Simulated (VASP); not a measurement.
Runs of VASP 6.6.1 on Ta. The structure is that of space group P6/mmm (No. 191), or close to it. The cells are those of the table. This isn't the form of Ta at room conditions, which is bcc.

| cell | k mesh | gap on the mesh (eV) | pressure (GPa) |
| --- | --- | --- | --- |
| a = 4.731, b = 4.731, c = 2.656 Å, angles 90.0, 90.0, 120.0°, 3 atoms | 9 × 9 × 13 | none | 18.2 |
| a = 5.051, b = 5.051, c = 2.836 Å, angles 90.0, 90.0, 120.0°, 3 atoms | 9 × 9 × 13 | none | (b) |
| a = 4.661, b = 4.661, c = 2.617 Å, angles 90.0, 90.0, 120.0°, 3 atoms | 9 × 9 × 13 | none | 30.3 |
| a = 4.990, b = 4.990, c = 2.802 Å, angles 90.0, 90.0, 120.0°, 3 atoms | 9 × 9 × 13 | none | (a) |
| a = 4.928, b = 4.928, c = 2.767 Å, angles 90.0, 90.0, 120.0°, 3 atoms | 9 × 9 × 13 | none | -6.7 |
| a = 4.798, b = 4.798, c = 2.694 Å, angles 90.0, 90.0, 120.0°, 3 atoms | 9 × 9 × 13 | none | 8.3 |
| a = 4.864, b = 4.864, c = 2.731 Å, angles 90.0, 90.0, 120.0°, 3 atoms | 10 × 10 × 15 | none | 0.0 |
| a = 4.864, b = 4.864, c = 2.731 Å, angles 90.0, 90.0, 120.0°, 3 atoms | 8 × 8 × 11 | none | 0.1 |
| a = 4.864, b = 4.864, c = 2.731 Å, angles 90.0, 90.0, 120.0°, 3 atoms | 9 × 9 × 13 | none | 0.1 |

Alike in all rows: task single point; level PBE; potentials or basis VASP PAW PBE potentials, release 64 (Ta_pv); no spin polarisation; cutoff (eV) 520; smearing fermi-dirac 0.1 eV.

Task: Estimate the missing entries.

Result: (a) -12.3; (b) -16.9.

Caveats: spin-orbit coupling is left out, which moves the levels of the heavy elements; the cell stands under pressure (at least some runs); the cell stands under tension (at least some runs).

A k mesh can miss the band edges, and the runs leave out spin-orbit coupling on Ta.

A gap of «none» marks levels without a gap at the run's occupations.
